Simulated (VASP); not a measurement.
# MgB2 (P6/mmm) in VASP: further runs, part 2 of 2

VASP 6.6.1. Earlier steps stand in the parts before.

### 3 Relaxation of shape and atoms at fixed volume, PBE (8.75 Å³/atom)

This run uses another cell than the first one, of 8.75 Å³/atom.

File INCAR:

```
SYSTEM = MgB2
PREC = Accurate
ENCUT = 600
EDIFF = 1E-7
ISMEAR = 0
SIGMA = 0.1
LREAL = .FALSE.
LASPH = .TRUE.
NELM = 60
ALGO = Normal
ISIF = 4
LWAVE = .FALSE.
LCHARG = .FALSE.
GGA = PE
IBRION = 2
NSW = 50
EDIFFG = -0.01
```

File KPOINTS:

```
Automatic mesh
0
G
  18 18 12
  0 0 0
```

File POSCAR:

```
MgB2
1.0
    2.9931057081      0.0000000000      0.0000000000
   -1.4965528541      2.5921055795      0.0000000000
    0.0000000000      0.0000000000      3.3851614296
Mg B
1 2
Direct
    0.0000000000      0.0000000000      0.0000000000
    0.3333333333      0.6666666667      0.5000000000
    0.6666666667      0.3333333333      0.5000000000
```

Potentials or basis: VASP PAW PBE potentials, release 64 (Mg, B).

Run with:

```sh
cat potpaw_PBE.64/Mg/POTCAR potpaw_PBE.64/B/POTCAR > POTCAR
mpirun -np 1 vasp_std > vasp.out
```

OUTCAR:

```text
SYSTEM = MgB2
   PREC = Accurate
   ENCUT = 600
   EDIFF = 1E-7
   ISMEAR = 0
   LREAL = .FALSE.
   LASPH = .TRUE.
   NELM = 60
   ISIF = 4
   GGA = PE
   IBRION = 2
   NSW = 50
   EDIFFG = -0.01

 ion  position               nearest neighbor table
   1  0.000  0.000  0.000-   2 2.42   3 2.42   2 2.42   3 2.42   3 2.42   3 2.42   2 2.42   2 2.42
                             3 2.42   3 2.42   2 2.42   2 2.42
   2  0.333  0.667  0.500-   3 1.73   3 1.73   3 1.73   1 2.42   1 2.42   1 2.42   1 2.42   1 2.42
                             1 2.42
   3  0.667  0.333  0.500-   2 1.73   2 1.73   2 1.73   1 2.42   1 2.42   1 2.42   1 2.42   1 2.42
                             1 2.42

  LATTYP: Found a hexagonal cell.
 ALAT       =     2.9931057081
 C/A-ratio  =     1.1309862597

  Lattice vectors:

 A1 = (   2.9931057081,   0.0000000000,   0.0000000000)
 A2 = (  -1.4965528541,   2.5921055795,   0.0000000000)
 A3 = (   0.0000000000,   0.0000000000,   3.3851614296)

Analysis of symmetry for initial positions (statically):
=====================================================================
 Subroutine PRICEL returns:
 Original cell was already a primitive cell.

 Routine SETGRP: Setting up the symmetry group for a
 hexagonal supercell.

 Subroutine GETGRP returns: Found 24 space group operations
 (whereof 24 operations were pure point group operations)
 out of a pool of 24 trial point group operations.

The static configuration has the point symmetry D_6h.

Analysis of symmetry for dynamics (positions and initial velocities):
=====================================================================
 Subroutine PRICEL returns:
 Original cell was already a primitive cell.

 Routine SETGRP: Setting up the symmetry group for a
 hexagonal supercell.

 Subroutine GETGRP returns: Found 24 space group operations
 (whereof 24 operations were pure point group operations)
 out of a pool of 24 trial point group operations.

The dynamic configuration has the point symmetry D_6h.

 Subroutine INISYM returns: Found 24 space group operations
 (whereof 24 operations are pure point group operations),
 and found     1 'primitive' translations

----------------------------------------------------------------------------------------

                                     Primitive cell

  volume of cell :      26.2636

  direct lattice vectors                    reciprocal lattice vectors
     2.993105708  0.000000000  0.000000000     0.334101130  0.192893377  0.000000000
    -1.496552854  2.592105580  0.000000000     0.000000000  0.385786755  0.000000000
     0.000000000  0.000000000  3.385161430     0.000000000  0.000000000  0.295406887

  length of vectors
     2.993105708  2.993105708  3.385161430     0.385786755  0.385786755  0.295406887

  position of ions in fractional coordinates (direct lattice)
     0.000000000  0.000000000  0.000000000
[... 120 lines left out ...]
--------------------------------------- Ionic step        1  -------------------------------------------

 number of electron       8.0000000 magnetization

 Free energy of the ion-electron system (eV)
  ---------------------------------------------------
  ext. energy  EPLUGINS =         0.00000000
  ---------------------------------------------------
  free energy    TOTEN  =       -15.20895582 eV

  energy without entropy =      -15.20613122  energy(sigma->0) =      -15.20754352

------------------------ aborting loop because EDIFF is reached ----------------------------------------

  FORCE on cell =-STRESS in cart. coord.  units (eV):
  Direction    XX          YY          ZZ          XY          YZ          ZX
  --------------------------------------------------------------------------------------
  -------------------------------------------------------------------------------------
  Total        2.7938568      2.7938568      2.3712102     -0.0000000      0.0000000     -0.0000000
  in kB      170.4357127    170.4357127    144.6526869     -0.0000000      0.0000000     -0.0000000
  external PRESSURE =     161.8413708 kB  Pullay stress =       0.0000000 kB

 VOLUME and BASIS-vectors are now :
 -----------------------------------------------------------------------------
  energy-cutoff  :      600.00
  volume of cell :       26.26
      direct lattice vectors                 reciprocal lattice vectors
     2.993105708  0.000000000  0.000000000     0.334101130  0.192893377  0.000000000
    -1.496552854  2.592105580  0.000000000     0.000000000  0.385786755  0.000000000
     0.000000000  0.000000000  3.385161430     0.000000000  0.000000000  0.295406887

 POSITION                                       TOTAL-FORCE (eV/Angst)
 -----------------------------------------------------------------------------------
      0.00000      0.00000      0.00000        -0.000000      0.000000      0.000000
     -0.00000      1.72807      1.69258         0.000000     -0.000000      0.000000
      1.49655      0.86404      1.69258        -0.000000      0.000000     -0.000000
 -----------------------------------------------------------------------------------
    total drift:                                0.000000     -0.000000      0.000000

  FREE ENERGIE OF THE ION-ELECTRON SYSTEM (eV)
  ---------------------------------------------------
  free  energy   TOTEN  =       -15.2089558188 eV

  energy  without entropy=      -15.2061312153  energy(sigma->0) =      -15.20754352

--------------------------------------- Ionic step        2  -------------------------------------------

 number of electron       8.0000000 magnetization

 Free energy of the ion-electron system (eV)
  ---------------------------------------------------
  ext. energy  EPLUGINS =         0.00000000
  ---------------------------------------------------
  free energy    TOTEN  =       -15.20993660 eV

  energy without entropy =      -15.20702850  energy(sigma->0) =      -15.20848255

 E-fermi :   5.9470     XC(G=0): -11.3175

 val. band max:        5.9324000090   @ k =   0.3333   0.2778   0.1667
 cond. band min:       5.9745373253   @ k =   0.2778   0.2222   0.4167
 fundamental gap:      0.0421373163
 Fermi energy:         5.9470482585

 k-point     1 :       0.0000    0.0000    0.0000
  band No.  band energies     occupation
      1      -7.0323      2.00000
      2       3.0337      2.00000
      3       6.3241      0.00000
      4       6.3241      0.00000
      5       8.1733      0.00000
      6      12.5556      0.00000
      7      12.5556      0.00000
      8      14.8884      0.00000
[... 243 lines left out ...]
 k-point    24 :       0.3889    0.1111    0.0000
  band No.  band energies     occupation
      1      -3.3915      2.00000
      2      -1.4119      2.00000
      3       2.7486      2.00000
      4       6.2078      0.00023
      5       9.6433      0.00000
      6      10.8634      0.00000
      7      12.1346      0.00000
      8      14.6274      0.00000

 [... further k-points ...]

------------------------ aborting loop because EDIFF is reached ----------------------------------------

  FORCE on cell =-STRESS in cart. coord.  units (eV):
  Direction    XX          YY          ZZ          XY          YZ          ZX
  --------------------------------------------------------------------------------------
  -------------------------------------------------------------------------------------
  Total        2.6031196      2.6031196      2.5910170     -0.0000000     -0.0000000      0.0000000
  in kB      158.8000322    158.8000322    158.0617238     -0.0000000     -0.0000000      0.0000000
  external PRESSURE =     158.5539294 kB  Pullay stress =       0.0000000 kB

 VOLUME and BASIS-vectors are now :
 -----------------------------------------------------------------------------
  energy-cutoff  :      600.00
  volume of cell :       26.26
      direct lattice vectors                 reciprocal lattice vectors
     2.999902041 -0.000000000 -0.000000000     0.333344218  0.192456374 -0.000000000
    -1.499951021  2.597991377  0.000000000     0.000000000  0.384912748 -0.000000000
    -0.000000000  0.000000000  3.369840513     0.000000000 -0.000000000  0.296749949

 POSITION                                       TOTAL-FORCE (eV/Angst)
 -----------------------------------------------------------------------------------
      2.99990     -0.00000     -0.00000         0.000000     -0.000000      0.000000
     -0.00000      1.73199      1.68492         0.000000      0.000000      0.000000
      1.49995      0.86600      1.68492        -0.000000     -0.000000     -0.000000
 -----------------------------------------------------------------------------------
    total drift:                                0.000000     -0.000000      0.000000

  FREE ENERGIE OF THE ION-ELECTRON SYSTEM (eV)
  ---------------------------------------------------
  free  energy   TOTEN  =       -15.2099366041 eV

  energy  without entropy=      -15.2070284983  energy(sigma->0) =      -15.20848255

 reached required accuracy - stopping structural energy minimisation
```

Wall time 82 s (1 thread of Intel Xeon Platinum 8259CL at 2.50GHz (Skylake/Cascade Lake), shared host); peak memory 0.21 GiB.

Results:

| Property | Result |
| --- | --- |
| Free energy | -15.2099 eV |
| Energy gained by relaxing | 0.3 meV/atom |
| Ionic steps | 2 |
| Pressure after relaxing | 15.9 GPa |
| Band gap on the k mesh | zero (bands 4 and 5 overlap by 4.18 eV) |

Step by step:
| step | energy change (eV) | largest force (eV/Å) | pressure (GPa) | volume (Å³) |
| --- | --- | --- | --- | --- |
| 1 | 0.0000 | 0.0000 | 16.18 | 26.26 |
| 2 | -0.0010 | 0.0000 | 15.86 | 26.26 |

Final structure:
```xyz
3
Lattice="2.9999 0.0000 0.0000 -1.5000 2.5980 0.0000 0.0000 0.0000 3.3698" Properties=species:S:1:pos:R:3 pbc="T T T"
Mg    2.9999    0.0000    0.0000
B     0.0000    1.7320    1.6849
B     1.5000    0.8660    1.6849
```

### 4 Relaxation of shape and atoms at fixed volume, PBE (9.04 Å³/atom)

This run uses another cell than the first one, of 9.04 Å³/atom.

File INCAR:

```
PREC = Accurate
ENCUT = 600
EDIFF = 1E-6
ISMEAR = 0
SIGMA = 0.1
LREAL = False
LASPH = True
NELM = 80
ALGO = Normal
ISIF = 4
LWAVE = False
LCHARG = False
GGA = PE
IBRION = 2
NSW = 50
EDIFFG = -0.01
```

File KPOINTS:

```
regular mesh
0
Gamma
  18 18 12
```

File POSCAR:

```
MgB2
1.0
    3.0193735972      0.0000000000      0.0000000000
   -1.5096867986      2.6148542387      0.0000000000
    0.0000000000      0.0000000000      3.4361827195
Mg B
1 2
Direct
    0.0000000000      0.0000000000      0.0000000000
    0.3333333333      0.6666666667      0.5000000000
    0.6666666667      0.3333333333      0.5000000000
```

Run with:

```sh
cat potpaw_PBE.64/Mg/POTCAR potpaw_PBE.64/B/POTCAR > POTCAR
mpirun -np 1 vasp_std > vasp.out
```

It took 69 s on 1 thread of Intel Xeon Platinum 8259CL at 2.50GHz (Skylake/Cascade Lake), shared host; peak memory 0.21 GiB.

The run converged. Its results:

| Quantity | Value |
| --- | --- |
| Free energy | -15.2789 eV |
| Energy gained by relaxing | 0.3 meV/atom |
| Ionic steps | 2 |
| Pressure after relaxing | 9.7 GPa |
| Band gap on the k mesh | zero (bands 4 and 5 overlap by 4.05 eV) |

Stress tensor (GPa, compression positive):
```
9.73 0.00 0.00
0.00 9.73 0.00
0.00 0.00 9.61
```

The path:
| step | energy change (eV) | largest force (eV/Å) | pressure (GPa) | volume (Å³) |
| --- | --- | --- | --- | --- |
| 1 | 0.0000 | 0.0000 | 9.99 | 27.13 |
| 2 | -0.0009 | 0.0000 | 9.69 | 27.13 |

Final structure:
```
CELL_PARAMETERS angstrom
3.02592 0.00000 0.00000
-1.51296 2.62052 0.00000
0.00000 0.00000 3.42134
ATOMIC_POSITIONS crystal
Mg 0.00000 0.00000 0.00000
B 0.33333 0.66667 0.50000
B 0.66667 0.33333 0.50000
```

Levels at points of the mesh, in eV from the Fermi level:
| k point | band 1 | band 2 | band 3 | band 4 | band 5 | band 6 | band 7 | band 8 |
| --- | --- | --- | --- | --- | --- | --- | --- | --- |
| (0.00, 0.00, 0.00) | -12.79 | -2.93 | 0.39 | 0.39 | 2.03 | 6.53 | 6.53 | 8.69 |
| (0.50, 0.00, 0.00) | -8.73 | -8.09 | -2.26 | 0.29 | 3.33 | 4.00 | 5.84 | 7.88 |
| (0.00, 0.00, 0.50) | -11.39 | -7.68 | 0.81 | 0.81 | 6.84 | 6.84 | 8.28 | 10.86 |
| (0.50, 0.00, 0.50) | -7.66 | -7.11 | -3.71 | -1.95 | -1.31 | 6.12 | 9.33 | 9.38 |

### 5 Relaxation of shape and atoms at fixed volume, PBE (9.33 Å³/atom)

This run uses another cell than the first one, of 9.33 Å³/atom.

File INCAR:

```
  ALGO = Normal
  EDIFF = 1E-7
  EDIFFG = -0.01
  ENCUT = 600
  GGA = PE
  IBRION = 2
  ISIF = 4
  ISMEAR = 0
  LASPH = True
  LCHARG = False
  LREAL = False
  LWAVE = False
  NELM = 60
  NSW = 50
  PREC = Accurate
  SIGMA = 0.1
```

File KPOINTS:

```
k-points
0
Gamma
  18 18 12
```

File POSCAR:

```
MgB2
1.0
    3.0448217569      0.0000000000      0.0000000000
   -1.5224108784      2.6368929914      0.0000000000
    0.0000000000      0.0000000000      3.4868244912
Mg B
1 2
Direct
    0.0000000000      0.0000000000      0.0000000000
    0.3333333333      0.6666666667      0.5000000000
    0.6666666667      0.3333333333      0.5000000000
```

Run with:

```sh
cat potpaw_PBE.64/Mg/POTCAR potpaw_PBE.64/B/POTCAR > POTCAR
mpirun -np 1 vasp_std > vasp.out
```

It took 72 s on 1 thread of Intel Xeon Platinum 8259CL at 2.50GHz (Skylake/Cascade Lake), shared host; peak memory 0.21 GiB.

It converged, with:

| Item | Value |
| --- | --- |
| Free energy | -15.3168 eV |
| Energy gained by relaxing | 0.3 meV/atom |
| Ionic steps | 2 |
| Pressure after relaxing | 4.4 GPa |
| Band gap on the k mesh | zero (bands 4 and 5 overlap by 3.92 eV) |

Stress tensor (GPa, compression positive):
```
4.43 0.00 0.00
0.00 4.43 0.00
0.00 0.00 4.23
```

Step by step:
```tsv
step	energy change (eV)	largest force (eV/Å)	pressure (GPa)	volume (Å³)
1	0.0000	0.0000	4.64	28.00
2	-0.0009	0.0000	4.36	28.00
```

Final structure:
```
Mg B
1.0
     3.05113    0.00000    0.00000
    -1.52556    2.64236    0.00000
     0.00000    0.00000    3.47242
Mg B
1 2
Direct
  0.00000 0.00000 0.00000
  0.33333 0.66667 0.50000
  0.66667 0.33333 0.50000
```

Levels at points of the mesh, in eV from the Fermi level:
```
           k point  band 1  band 2  band 3  band 4  band 5  band 6  band 7  band 8
(0.00, 0.00, 0.00)  -12.60   -2.94    0.39    0.39    1.84    6.45    6.45    8.45
(0.50, 0.00, 0.00)   -8.63   -7.95   -2.20    0.25    3.21    3.97    5.58    7.50
(0.00, 0.00, 0.50)  -11.27   -7.55    0.79    0.79    6.77    6.77    8.16   10.40
(0.50, 0.00, 0.50)   -7.61   -7.01   -3.62   -1.91   -1.28    5.94    9.11    9.15
```

### 6 The runs side by side

| cell | gap on the mesh (eV) | pressure (GPa) |
| --- | --- | --- |
| relaxed from a = 2.966, b = 2.966, c = 3.334 Å, angles 90.0, 90.0, 120.0°, 3 atoms | none | 23.0 |
| relaxed from a = 2.993, b = 2.993, c = 3.385 Å, angles 90.0, 90.0, 120.0°, 3 atoms | none | 15.9 |
| relaxed from a = 3.019, b = 3.019, c = 3.436 Å, angles 90.0, 90.0, 120.0°, 3 atoms | none | 9.7 |
| relaxed from a = 3.045, b = 3.045, c = 3.487 Å, angles 90.0, 90.0, 120.0°, 3 atoms | none | 4.4 |

Alike in all rows: task relaxation of shape and atoms at fixed volume; level PBE; potentials or basis VASP PAW PBE potentials, release 64 (Mg, B); no spin polarisation; k mesh 18 × 18 × 12; cutoff (eV) 600; smearing gaussian 0.1 eV.

Absolute energies hang on the potentials; compare differences alone.

The gap in the log of VASP goes by the Fermi energy; the results here count the filled bands.